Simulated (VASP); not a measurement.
# P (R-3m) in VASP: further runs, part 2 of 2

VASP 6.6.1.

## (5) Single point, PBE+D3(BJ) (volume scaled by 1.03, then relaxed in part)

Contents of INCAR:

```
SYSTEM = P
PREC = Accurate ; ENCUT = 520
EDIFF = 1E-6 ; ISMEAR = 0
SIGMA = 0.1 ; LREAL = .FALSE.
LASPH = .TRUE. ; NELM = 80
ALGO = Normal ; ISIF = 2
LWAVE = .FALSE. ; LCHARG = .FALSE.
GGA = PE ; IVDW = 12
NBANDS = 12
```

Contents of KPOINTS:

```
Automatic mesh
0
G
  15 15 15
  0 0 0
```

Contents of POSCAR:

```
P
1.0
    1.7236262977      0.9951361071      2.9630530127
   -1.7236262977      0.9951361071      2.9630530127
    0.0000000000     -1.9902722139      2.9630530128
P
2
Direct
    0.2323148059      0.2323148059      0.2323148059
    0.7676851941      0.7676851941      0.7676851941
```

Potentials or basis: VASP PAW PBE potentials, release 64 (P).

The run is started by

```bash
cat potpaw_PBE.64/P/POTCAR > POTCAR
mpirun -np 1 vasp_std > vasp.out
```

OUTCAR:

```text
SYSTEM = P
   PREC = Accurate
   ENCUT = 520
   EDIFF = 1E-6
   ISMEAR = 0
   LREAL = .FALSE.
   LASPH = .TRUE.
   NELM = 80
   ISIF = 2
   GGA = PE
   IVDW = 12
 IVDW          = 12

 ion  position               nearest neighbor table
   1  0.232  0.232  0.232-   2 2.31   2 2.31   2 2.31   2 2.68   2 2.68   2 2.68
   2  0.768  0.768  0.768-   1 2.31   1 2.31   1 2.31   1 2.68   1 2.68   1 2.68

  LATTYP: Found a trigonal (rhomboedric) cell.
 ALAT       =     3.5694350592
 COS(alpha) =     0.5336443434

  Lattice vectors:

 A1 = (   1.7236262977,   0.9951361071,   2.9630530127)
 A2 = (  -1.7236262977,   0.9951361071,   2.9630530127)
 A3 = (   0.0000000000,  -1.9902722139,   2.9630530128)

Analysis of symmetry for initial positions (statically):
=====================================================================
 Subroutine PRICEL returns:
 Original cell was already a primitive cell.

 Routine SETGRP: Setting up the symmetry group for a
 trigonal (rhombohedral) supercell.

 Subroutine GETGRP returns: Found 12 space group operations
[... 176 lines left out ...]
      3       6.7751      2.00000
      4       6.7751      2.00000
      5       6.8395      2.00000
      6      11.6170      0.00000
      7      12.7380      0.00000
      8      12.7380      0.00000
      9      15.0668      0.00000
     10      15.0668      0.00000
     11      16.1787      0.00000
     12      16.3943      0.00000
[... 331 lines left out ...]
 k-point    24 :       0.2000    0.1333   -0.0000
  band No.  band energies     occupation
      1      -6.5369      2.00000
      2       3.5297      2.00000
      3       5.5341      2.00000
      4       5.9377      2.00000
      5       8.8068      2.00000
      6      11.0322      0.00000
      7      11.9024      0.00000
      8      13.6307      0.00000
      9      14.2749      0.00000
     10      15.7076      0.00000
     11      16.6666      0.00000
     12      17.9533      0.00000

 [... further k-points ...]

------------------------ aborting loop because EDIFF is reached ----------------------------------------

 Edisp (eV)   -0.92710

 E8    (eV) :    -0.3511

  FORCE on cell =-STRESS in cart. coord.  units (eV):
  Direction    XX          YY          ZZ          XY          YZ          ZX
  --------------------------------------------------------------------------------------
  -------------------------------------------------------------------------------------
  Total      -0.40375    -0.40375    -0.37661     0.00000     0.00000    -0.00000
  in kB     -21.21341   -21.21341   -19.78725     0.00000     0.00000    -0.00000
  external pressure =      -20.74 kB  Pullay stress =        0.00 kB

 VOLUME and BASIS-vectors are now :
 -----------------------------------------------------------------------------
  energy-cutoff  :      520.00
  volume of cell :       30.49
      direct lattice vectors                 reciprocal lattice vectors
     1.723626298  0.995136107  2.963053013     0.290086082  0.167481278  0.112496581
    -1.723626298  0.995136107  2.963053013    -0.290086082  0.167481278  0.112496581
     0.000000000 -1.990272214  2.963053013     0.000000000 -0.334962555  0.112496581

 POSITION                                       TOTAL-FORCE (eV/Angst)
 -----------------------------------------------------------------------------------
      0.00000      0.00000      2.06508         0.000000     -0.000000     -0.050796
      0.00000      0.00000      6.82408         0.000000      0.000000      0.050796
 -----------------------------------------------------------------------------------
    total drift:                                0.000000     -0.000000      0.000000

  FREE ENERGIE OF THE ION-ELECTRON SYSTEM (eV)
  ---------------------------------------------------
  free  energy   TOTEN  =       -11.5620495575 eV

  energy  without entropy=      -11.5601187825  energy(sigma->0) =      -11.56108417
```

OSZICAR:

```text
N       E                     dE             d eps       ncg     rms          rms(c)
DAV:   1     0.217827455825E+02    0.21783E+02   -0.45654E+03  8256   0.724E+02
DAV:   2    -0.948671891895E+01   -0.31269E+02   -0.29813E+02 10908   0.118E+02
DAV:   3    -0.106474360577E+02   -0.11607E+01   -0.11514E+01 10808   0.210E+01
DAV:   4    -0.106546460630E+02   -0.72100E-02   -0.71977E-02  9772   0.197E+00
DAV:   5    -0.106546978633E+02   -0.51800E-04   -0.51797E-04 10748   0.161E-01    0.699E+00
DAV:   6    -0.106411161023E+02    0.13582E-01   -0.53218E-03  9796   0.451E-01    0.416E+00
DAV:   7    -0.106347418928E+02    0.63742E-02   -0.11415E-02  9740   0.718E-01    0.108E-01
DAV:   8    -0.106349149458E+02   -0.17305E-03   -0.10512E-03  9884   0.221E-01    0.537E-02
DAV:   9    -0.106349377440E+02   -0.22798E-04   -0.56954E-05 10392   0.523E-02    0.381E-02
DAV:  10    -0.106349489847E+02   -0.11241E-04   -0.15197E-05  9712   0.269E-02    0.741E-03
DAV:  11    -0.106349493345E+02   -0.34977E-06   -0.32525E-07  6660   0.404E-03
   1 F= -.11562050E+02 E0= -.11561084E+02  d E =-.193077E-02
```

stdout:

```text
POSCAR found type information on POSCAR P
 POSCAR found :  1 types and       2 ions
 scaLAPACK will be used
 LDA part: xc-table for (Slater+PW92), standard interpolation
 POSCAR, INCAR and KPOINTS ok, starting setup
 FFT: planning ... GRIDC
 FFT: planning ... GRID_SOFT
 FFT: planning ... GRID
 WAVECAR not read
 entering main loop
```

Run time: 41 s. Hardware: 1 thread of Intel Xeon 6975P-C (Granite Rapids), shared host; peak memory 0.23 GiB.

Results:

```
Free energy                : -11.5620 eV
Pressure                   : -2.1 GPa
Largest force              : 0.051 eV/Å
Band gap on the k mesh     : zero (band 5 reaches 10.14 eV, above the bottom of band 6 at 9.03 eV)
Dispersion energy per atom : -0.464 eV
```

Forces in eV/Å, atoms in the order of the input:
```
P    0.000  0.000 -0.051
P    0.000  0.000  0.051
```

Stress tensor (GPa, compression positive):
```
-2.12  0.00  0.00
 0.00 -2.12  0.00
 0.00  0.00 -1.98
```

Levels at points of the mesh, in eV from the Fermi level:
```csv
k point,band 3,band 4,band 5,band 6,band 7,band 8
"(0.00, 0.00, 0.00)",-2.80,-2.80,-2.74,2.04,3.16,3.16
```

Caveat: pairwise dispersion overbinds metals, which lowers pressure and volume.

## (6) Overview

| cell | gap on the mesh (eV) | pressure (GPa) | largest force (eV/Å) |
| --- | --- | --- | --- |
| a = 3.403 Å, angles 59.9°, 2 atoms | none | 2.0 | 0.02 |
| a = 3.467 Å, angles 58.9°, 2 atoms | none | 1.5 | 0.04 |
| a = 3.520 Å, angles 58.3°, 2 atoms | none | -0.3 | 0.05 |
| a = 3.569 Å, angles 57.7°, 2 atoms | none | -2.1 | 0.05 |

Alike in all rows: task single point; level PBE+D3(BJ); potentials or basis VASP PAW PBE potentials, release 64 (P); no spin polarisation; k mesh 15 × 15 × 15; cutoff (eV) 520; smearing gaussian 0.1 eV.

Caveats: pairwise dispersion overbinds metals, which lowers pressure and volume.

Absolute energies hang on the potentials; compare differences alone.
